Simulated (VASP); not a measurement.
PbO: single point with PBE

The system is PbO.

```xyz
4
Lattice="3.5665 0.0000 0.0000 -1.7832 3.0886 0.0000 0.0000 0.0000 6.4701" Properties=species:S:1:pos:R:3 pbc="T T T"
Pb    0.0000    0.0000    0.0000
Pb    0.0000    0.0000    3.2351
O     0.0000    2.0591    1.6175
O     1.7832    1.0295    4.8526
```

```yaml
Program: VASP 6.6.1
Task: single point
Functional: PBE
Potentials_or_basis: VASP PAW PBE potentials, release 64 (Pb_d, O)
Cutoff: 520 eV
k_mesh: 12 × 12 × 4
Occupations: fermi-dirac, width 0.02 eV
Spin: no spin polarisation
```

| Property | Result |
| --- | --- |
| Pressure | 2.7 GPa |
| Band gap on the k mesh | zero (band 20 reaches 6.90 eV, above the bottom of band 21 at 6.55 eV) |

Stress tensor (GPa, compression positive):
```
2.65 0.00 0.00
0.00 2.65 0.00
0.00 0.00 2.77
```

Levels at points of the mesh, in eV from the Fermi level:
```
           k point  band 16  band 17  band 18  band 19  band 20  band 21  band 22  band 23  band 24  band 25
(0.00, 0.00, 0.00)    -2.55    -2.55    -2.15    -2.15    -0.45     0.18     5.99     5.99     7.54     7.54
(0.50, 0.00, 0.00)    -4.81    -3.43    -2.26    -1.90    -0.80    -0.34     2.72     3.54     4.59     6.10
(0.00, 0.00, 0.50)    -2.34    -2.34    -2.34    -2.16    -2.16     3.27     3.27     6.60     6.60     6.60
(0.50, 0.00, 0.50)    -3.81    -2.89    -2.89    -2.50    -2.50     2.09     2.09     4.49     4.49     5.41
```

Wall time 110 s on 1 thread of Intel(R) Xeon(R) 6975P-C (Granite Rapids) (shared host), peak memory 0.24 GiB.

Caveat: spin-orbit coupling is left out, which moves the levels of the heavy elements.
